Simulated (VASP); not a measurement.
Write the native input for VASP 6.6.1 that does the following.

- Task: single point
- Functional: PBE
- Potentials or basis: VASP PAW PBE potentials, release 64 (Zr_sv, W_sv, N)
- Cutoff: 520 eV
- k mesh: 6 × 6 × 4
- Occupations: gaussian, width 0.1 eV
- Spin: no spin polarisation
- Dipole correction: no
- Further INCAR settings: ALGO = Normal; EDIFF = 1e-06; NBANDS = 26

The structure of ZrWN2 lies in POSCAR:

```
ZrWN2
1.0
    2.9568310620      0.0000000029      0.0000000000
   -1.4784155335      2.5606908130      0.0000000000
    0.0000000000      0.0000000000      5.9448633773
Zr W N
1 1 2
Direct
    0.0000000000      0.0000000000      0.5000000000
    0.0000000000      0.0000000000      0.0000000000
    0.3333333333      0.6666666667      0.2216420097
    0.3333333333      0.6666666667      0.7783579903
```

These files were run (other wordings do the same):

INCAR

```
SYSTEM = ZrWN2
  PREC = Accurate
  ENCUT = 520
  EDIFF = 1E-6
  ISMEAR = 0
  SIGMA = 0.1
  LREAL = .FALSE.
  LASPH = .TRUE.
  NELM = 100
  ALGO = Normal
  ISIF = 2
  LWAVE = .FALSE.
  LCHARG = .FALSE.
  GGA = PE
  NBANDS = 26
```

KPOINTS

```
Automatic mesh
0
G
  6 6 4
  0 0 0
```

Potentials or basis: VASP PAW PBE potentials, release 64 (Zr_sv, W_sv, N).

Command:

```console
$ cat potpaw_PBE.64/Zr_sv/POTCAR potpaw_PBE.64/W_sv/POTCAR potpaw_PBE.64/N/POTCAR > POTCAR
$ mpirun -np 1 vasp_std > vasp.out
```

Results of the run:

| Property | Result |
| --- | --- |
| Pressure | 0.9 GPa |
| Largest force | 0.066 eV/Å |
| Band gap on the k mesh | zero (bands 18 and 19 overlap by 0.34 eV) |

Caveat: the k points lie up to 0.41 Å⁻¹ apart; spin-orbit coupling is left out, which moves the levels of the heavy elements.

Run time: 44 s on 1 thread of Intel Xeon 8259CL, with other jobs on the host, peak memory 0.18 GiB.
